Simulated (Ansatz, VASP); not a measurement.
# One calculation of KBr, two programs

POSCAR

```
KBr
1.0
    3.9758688753      0.0000000000      0.0000000000
    0.0000000000      3.9758688753      0.0000000000
    0.0000000000      0.0000000000      3.9758688753
K Br
1 1
Direct
    0.0000000000      0.0000000000      0.0000000000
    0.5000000000      0.5000000000      0.5000000000
```

File INCAR.step1:

```
SYSTEM = KBr
ALGO     = Normal         ! electronic algorithm
EDIFF    = 1E-4           ! SCF threshold, eV
ENCUT    = 520            ! plane-wave cutoff, eV
GGA      = PE             ! functional
ISMEAR   = 0              ! smearing method
LASPH    = .TRUE.         ! aspherical terms in the spheres
LCHARG   = .FALSE.        ! write CHGCAR
LREAL    = .FALSE.        ! projectors in reciprocal space
LWAVE    = .TRUE.         ! write WAVECAR
NBANDS   = 15             ! bands
NELM     = 60             ! most SCF steps
PREC     = Accurate       ! precision mode
SIGMA    = 0.01           ! smearing width, eV
```

Contents of INCAR.step2:

```
SYSTEM = KBr
ALGO     = Normal         ! electronic algorithm
EDIFF    = 1E-7           ! SCF threshold, eV
ENCUT    = 520            ! plane-wave cutoff, eV
ISIF     = 2              ! what is computed and relaxed
ISMEAR   = 0              ! smearing method
ISTART   = 1            
LASPH    = .TRUE.         ! aspherical terms in the spheres
LCHARG   = .FALSE.        ! write CHGCAR
LMIXTAU  = .TRUE.       
LREAL    = .FALSE.        ! projectors in reciprocal space
LWAVE    = .FALSE.        ! write WAVECAR
METAGGA  = R2SCAN         ! meta-GGA
NBANDS   = 15             ! bands
NELM     = 60             ! most SCF steps
PREC     = Accurate       ! precision mode
SIGMA    = 0.01           ! smearing width, eV
```

KPOINTS

```
k-points
0
G
  6 6 6
  0 0 0
```

Input for Ansatz:

```yaml
crystal:
  lattice:
    - [3.9758688753, 0.0, 0.0]
    - [0.0, 3.9758688753, 0.0]
    - [0.0, 0.0, 3.9758688753]
  atoms:
    - { symbol: K, position: [0.0, 0.0, 0.0] }
    - { symbol: Br, position: [0.5, 0.5, 0.5] }
kpoints:
  mp_grid: { grid: [6, 6, 6] }
  band_path:
    path:
      - [0.0, 0.0, 0.0]
      - [0.0, 0.5, 0.0]
      - [0.5, 0.5, 0.0]
      - [0.5, 0.5, 0.5]
      - [0.0, 0.5, 0.5]
    npoints: 1
hamiltonian:
  xc: r2scan
scf:
  occupations: { method: fixed }
  n_extra_bands: 4
output:
  forces: true
  stress: true
  eigenvalues: true
  write_density: true
  write_potential: true
  elf: true
  volumetric_format: npy
```

Alike in both runs: task single point; functional r2SCAN; k mesh 6 × 6 × 6; no spin polarisation.

|  | VASP | Ansatz |
| --- | --- | --- |
| version | VASP 6.6.1 | Ansatz 0.2.0 |
| potentials or method | VASP PAW PBE potentials, release 64 (K_sv, Br) | plane waves, PAW |
| plane-wave cutoff (eV) | 520 | 500 |
| occupations | gaussian, width 0.01 eV | fixed |
| valence electrons in the cell | 16 | 16 |

```tsv
	VASP	Ansatz	Ansatz less VASP
gap on the k mesh at the Fermi level (eV)	4.77	4.77	-0.004
pressure (GPa)	0.0	0.0	+0.01
```

VASP's potentials were made for PBE, not for r2SCAN.
